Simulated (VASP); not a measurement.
# Ta (Im-3m) in VASP: single point with PBE

Aim: the single point of Ta with PBE.

Everything below comes from runs of VASP 6.6.1. Logs are shortened: lines on timing, memory, paths and dates and some standing lists are left out, and cuts for length are marked.

## Step 1: The cell of the first run

The structure is cubic, space group Im-3m (No. 229). The conventional cell has a = 3.314 Å, b = 3.314 Å, c = 3.314 Å, α = 90.00°, β = 90.00°, γ = 90.00°. Within 3.8 Å of Ta (site symmetry m-3m) lie 14 Ta at 2.87 to 3.31 Å.

## Step 2: Single point, PBE

INCAR reads:

```
ALGO = Normal
EDIFF = 1E-6
ENCUT = 520
GGA = PE
ISIF = 2
ISMEAR = -1
LASPH = T
LCHARG = T
LELF = T
LREAL = F
LVHAR = T
LWAVE = F
NBANDS = 12
NELM = 80
PREC = Accurate
SIGMA = 0.13605693000000002
```

KPOINTS reads:

```
k-points
0
Gamma
  14 14 14
```

POSCAR reads:

```
Ta
1.0
   -1.6568129687      1.6568129687      1.6568129687
    1.6568129687     -1.6568129687      1.6568129687
    1.6568129687      1.6568129687     -1.6568129687
Ta
1
Direct
    0.0000000000      0.0000000000      0.0000000000
```

Potentials or basis: VASP PAW PBE potentials, release 64 (Ta_pv).

On the command line:

```console
> cat potpaw_PBE.64/Ta_pv/POTCAR > POTCAR
> mpirun -np 1 vasp_std > vasp.out
```

OUTCAR:

```text
EDIFF = 1E-6
   ENCUT = 520
   GGA = PE
   ISIF = 2
   ISMEAR = -1
   LASPH = T
   LREAL = F
   NELM = 80
   PREC = Accurate

 ion  position               nearest neighbor table
   1  0.000  0.000  0.000-

  LATTYP: Found a body centered cubic cell.
 ALAT       =     3.3136259374

  Lattice vectors:

 A1 = (  -1.6568129687,   1.6568129687,   1.6568129687)
 A2 = (   1.6568129687,  -1.6568129687,   1.6568129687)
 A3 = (   1.6568129687,   1.6568129687,  -1.6568129687)

Analysis of symmetry for initial positions (statically):
=====================================================================
 Subroutine PRICEL returns:
 Original cell was already a primitive cell.

 Routine SETGRP: Setting up the symmetry group for a
 body centered cubic supercell.

 Subroutine GETGRP returns: Found 48 space group operations
 (whereof 48 operations were pure point group operations)
 out of a pool of 48 trial point group operations.

The static configuration has the point symmetry O_h .

Analysis of symmetry for dynamics (positions and initial velocities):
=====================================================================
 Subroutine PRICEL returns:
 Original cell was already a primitive cell.

 Routine SETGRP: Setting up the symmetry group for a
 body centered cubic supercell.

 Subroutine GETGRP returns: Found 48 space group operations
 (whereof 48 operations were pure point group operations)
 out of a pool of 48 trial point group operations.

The dynamic configuration has the point symmetry O_h .

 Subroutine INISYM returns: Found 48 space group operations
 (whereof 48 operations are pure point group operations),
 and found     1 'primitive' translations

----------------------------------------------------------------------------------------

                                     Primitive cell

  volume of cell :      18.1920

  direct lattice vectors                    reciprocal lattice vectors
    -1.656812969  1.656812969  1.656812969     0.000000000  0.301784214  0.301784214
     1.656812969 -1.656812969  1.656812969     0.301784214  0.000000000  0.301784214
     1.656812969  1.656812969 -1.656812969     0.301784214  0.301784214  0.000000000

  length of vectors
     2.869684240  2.869684240  2.869684240     0.426787329  0.426787329  0.426787329

  position of ions in fractional coordinates (direct lattice)
     0.000000000  0.000000000  0.000000000

  ion indices of the primitive-cell ions
   primitive index   ion index
                 1           1

----------------------------------------------------------------------------------------

 KPOINTS: k-points

Automatic generation of k-mesh.
 Grid dimensions read from file:
 generate k-points for:   14   14   14

 Generating k-lattice:

  Cartesian coordinates                     Fractional coordinates (reciprocal lattice)
     0.000000000  0.021556015  0.021556015     0.071428571  0.000000000  0.000000000
     0.021556015  0.000000000  0.021556015     0.000000000  0.071428571  0.000000000
     0.021556015  0.021556015  0.000000000     0.000000000  0.000000000  0.071428571

  Length of vectors
     0.030484809  0.030484809  0.030484809

  Shift w.r.t. Gamma in fractional coordinates (k-lattice)
     0.000000000  0.000000000  0.000000000

 Subroutine IBZKPT returns following result:
 ===========================================

 Found    104 irreducible k-points:

 Following reciprocal coordinates:
            Coordinates               Weight
  0.000000  0.000000  0.000000      1.000000
  0.071429  0.000000  0.000000     12.000000
  0.142857  0.000000  0.000000     12.000000
  0.214286  0.000000  0.000000     12.000000
  0.285714  0.000000  0.000000     12.000000
  0.357143  0.000000  0.000000     12.000000
[... 16 lines left out ...]
  0.285714  0.285714  0.000000     24.000000
  0.357143  0.285714 -0.000000     24.000000
 [... further k-points ...]
   k-points           NKPTS =    104   k-points in BZ     NKDIM =    104   number of bands    NBANDS=     12
   number of dos      NEDOS =    301   number of ions     NIONS =      1
   total plane-waves  NPLWV =  13824
   dimension x,y,z NGX =    24 NGY =   24 NGZ =   24
   dimension x,y,z NGXF=    48 NGYF=   48 NGZF=   48
   ions per type =               1
   NGX,Y,Z   is equivalent  to a cutoff of  13.90, 13.90, 13.90 a.u.
   NGXF,Y,Z  is equivalent  to a cutoff of  27.81, 27.81, 27.81 a.u.
 SYSTEM =  unknown system
   PREC   = accura    normal or accurate (medium, high low for compatibility)
   ISTART =      0    job   : 0-new  1-cont  2-samecut
   ICHARG =      2    charge: 1-file 2-atom 10-const
   ISPIN  =      1    spin polarized calculation?
   LNONCOLLINEAR =      F non collinear calculations
   LSORBIT =      F    spin-orbit coupling
   LASPH  =      T    aspherical Exc in radial PAW
   ENCUT  =  520.0 eV  38.22 Ry    6.18 a.u.   5.34  5.34  5.34*2*pi/ulx,y,z
   NELM   =     80;   NELMIN=  2; NELMDL= -5     # of ELM steps
   EDIFF  = 0.1E-05   stopping-criterion for ELM
   LREAL  =      F    real-space projection
[... 7 lines left out ...]
   TEBEG  =    0.0;   TEEND  =   0.0 temperature during run
   PSTRESS=    0.0 pullay stress
   NELECT =      11.0000    total number of electrons
   NUPDOWN=      -1.0000    fix difference up-down
   EMIN   =  10.00;   EMAX   =-10.00  energy-range for DOS
   EFERMI =   0.00;   METHOD = LEGACY
   ISMEAR =    -1;   SIGMA  =   0.14  broadening in eV -4-tet -1-fermi 0-gaus
   EFERMI_NEDOS =   21; number of points for ismear=-14 and -15
   IALGO  =     38    algorithm
   IMIX   =      4    mixing-type and parameters
     AMIX     =   0.40;   BMIX     =  1.00
     AMIX_MAG =   1.60;   BMIX_MAG =  1.00
  volume/ion in A,a.u.               =      18.19       122.77
  Fermi-wavevector in a.u.,A,eV,Ry     =   1.384349  2.616040 26.074505  1.916422
  Thomas-Fermi vector in A             =   2.508861
   LORBIT       =      0    0 simple, 1 ext, 2 COOP (PROOUT), +10 PAW based schemes
   GGA     = PE    functional components
   LHFCALC =     F    Hartree Fock is set to
   AEXX    =    0.0000 exact exchange contribution
   IVDW    =     0    specifies the selected vdW correction
   LEPSILON=     F    determine dielectric tensor
   LRPA    =     F    only Hartree local field effects (RPA)
 non-spin polarized calculation
  energy-cutoff  :      520.00
  volume of cell :       18.19
 maximum number of plane-waves:       498
 NGX is ok and might be reduce to    24
   NGX = 11   NGY = 11   NGZ = 11

 number of electron      11.0000001 magnetization

 Free energy of the ion-electron system (eV)
  ---------------------------------------------------
  ext. energy  EPLUGINS =         0.00000000
  ---------------------------------------------------
  free energy    TOTEN  =       -11.85388768 eV

  energy without entropy =      -11.77820664  energy(sigma->0) =      -11.81604716

 E-fermi :   5.4376     XC(G=0): -12.5666

 val. band max:        5.4342377200   @ k =   0.0714   0.0714   0.0714
 cond. band min:       5.4407817137   @ k =  -0.2857   0.2857   0.1429
 fundamental gap:      0.0065439937
 Fermi energy:         5.4376331128

 k-point     1 :       0.0000    0.0000    0.0000
  band No.  band energies     occupation
      1     -27.7006      2.00000
      2     -27.7006      2.00000
      3     -27.7006      2.00000
      4      -2.4722      2.00000
      5       6.1428      0.01116
      6       6.1428      0.01116
      7       6.1428      0.01116
      8       9.3805      0.00000
      9       9.3805      0.00000
     10      20.0760      0.00000
     11      20.3691      0.00000
     12      20.3691      0.00000

 k-point     2 :       0.0714    0.0000    0.0000
  band No.  band energies     occupation
      1     -27.7617      2.00000
      2     -27.7195      2.00000
      3     -27.7009      2.00000
      4      -2.2474      2.00000
      5       5.9971      0.03222
      6       6.0982      0.01546
      7       6.3631      0.00222
      8       9.1508      0.00000
      9       9.3813      0.00000
     10      20.0757      0.00000
     11      20.5688      0.00000
     12      20.7637      0.00000

 k-point     3 :       0.1429    0.0000    0.0000
  band No.  band energies     occupation
      1     -27.9298      2.00000
      2     -27.7719      2.00000
      3     -27.7018      2.00000
      4      -1.6113      2.00000
      5       5.6163      0.42383
      6       5.8918      0.06855
      7       7.0132      0.00002
      8       8.7784      0.00000
      9       9.4033      0.00000
     10      20.0751      0.00000
     11      20.9855      0.00000
     12      21.8862      0.00000
[... 286 lines left out ...]
 k-point    23 :       0.2857    0.2857    0.0000
  band No.  band energies     occupation
      1     -28.6160      2.00000
      2     -28.3144      2.00000
      3     -27.8368      2.00000
      4       2.7373      2.00000
      5       4.0221      1.99994
      6       4.8337      1.97666
      7       9.3646      0.00000
      8      10.1317      0.00000
      9      14.9952      0.00000
     10      15.2718      0.00000
     11      19.1110      0.00000
     12      20.0806      0.00000

 k-point    24 :       0.3571    0.2857   -0.0000
  band No.  band energies     occupation
      1     -28.5725      2.00000
      2     -28.3990      2.00000
      3     -27.8429      2.00000
      4       2.8817      2.00000
      5       4.1634      1.99983
      6       4.7005      1.99117
      7       9.5919      0.00000
      8      10.1565      0.00000
      9      14.2375      0.00000
     10      16.3711      0.00000
     11      18.1512      0.00000
     12      20.0803      0.00000

 [... further k-points ...]
[... 5 lines left out ...]
  --------------------------------------------------------------------------------------
  -------------------------------------------------------------------------------------
  Total        0.1569056      0.1569056      0.1569056      0.0000000     -0.0000000      0.0000000
  in kB       13.8187484     13.8187484     13.8187484      0.0000000     -0.0000000      0.0000000
  external PRESSURE =      13.8187484 kB  Pullay stress =       0.0000000 kB

 VOLUME and BASIS-vectors are now :
 -----------------------------------------------------------------------------
  energy-cutoff  :      520.00
  volume of cell :       18.19
      direct lattice vectors                 reciprocal lattice vectors
    -1.656812969  1.656812969  1.656812969     0.000000000  0.301784214  0.301784214
     1.656812969 -1.656812969  1.656812969     0.301784214  0.000000000  0.301784214
     1.656812969  1.656812969 -1.656812969     0.301784214  0.301784214  0.000000000

 POSITION                                       TOTAL-FORCE (eV/Angst)
 -----------------------------------------------------------------------------------
      0.00000      0.00000      0.00000        -0.000000      0.000000     -0.000000
 -----------------------------------------------------------------------------------
    total drift:                                0.000000      0.000000      0.000000

  FREE ENERGIE OF THE ION-ELECTRON SYSTEM (eV)
  ---------------------------------------------------
  free  energy   TOTEN  =       -11.8538876806 eV

  energy  without entropy=      -11.7782066422  energy(sigma->0) =      -11.81604716
```

It took 11 s on 1 thread of Intel Xeon Platinum 8488C (Sapphire Rapids), shared host; peak memory 0.15 GiB.

What came out:

| Item | Value |
| --- | --- |
| Free energy | -11.8539 eV |
| Pressure | 1.4 GPa |

Levels at points of the mesh, in eV from the Fermi level:
| k point | band 2 | band 3 | band 4 | band 5 | band 6 | band 7 | band 8 | band 9 |
| --- | --- | --- | --- | --- | --- | --- | --- | --- |
| (0.00, 0.00, 0.00) | -33.14 | -33.14 | -7.91 | 0.71 | 0.71 | 0.71 | 3.94 | 3.94 |
| (0.50, 0.00, 0.00) | -33.51 | -33.15 | -4.36 | -1.54 | 1.51 | 3.82 | 4.83 | 7.67 |
| (0.50, 0.50, 0.50) | -33.93 | -33.93 | -3.77 | -3.77 | 6.73 | 6.73 | 6.73 | 8.53 |

Caveat: spin-orbit coupling is left out, which moves the levels of the heavy elements.
